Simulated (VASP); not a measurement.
Runs of VASP 6.6.1 on LiBe. The structure is that of space group F-43m (No. 216), or close to it. The cells are those of the table. The cell was generated, and may not be a known phase.

| task | cell | k mesh | cutoff (eV) | gap on the mesh (eV) | pressure (GPa) | relaxed volume (Å³/atom) |
| --- | --- | --- | --- | --- | --- | --- |
| relaxation of cell and atoms | relaxed from a = 3.879 Å, angles 60.0°, 2 atoms | 18 × 18 × 18 | 600 | none | 0.0 | 21.07 |
| single point | a = 3.232 Å, angles 60.0°, 2 atoms | 6 × 6 × 6 | 520 | none | - | - |
| single point | a = 3.879 Å, angles 60.0°, 2 atoms | 6 × 6 × 6 | 520 | none | - | - |
| relaxation of cell and atoms | relaxed from a = 3.232 Å, angles 60.0°, 2 atoms | 6 × 6 × 6 | 600 | none | 0.1 | (a) |
| single point | a = 3.910 Å, angles 60.0°, 2 atoms | 18 × 18 × 18 | 520 | none | - | - |

Alike in all rows: level PBE; potentials or basis VASP PAW PBE potentials, release 64 (Li_sv, Be); no spin polarisation; smearing gaussian 0.1 eV.

**Question.** Fill in the values left out.

**Answer.** (a) 19.67.

Caveats: some runs use coarse meshes; the cutoff is under 1.25 times the usual one of these potentials, so pressure, stress and relaxed cells hold a basis-set (Pulay) error; the volume moved by over 15 % at a fixed basis, so the end points are rough (at least some runs).

A gap of «none» marks levels without a gap at the run's occupations.
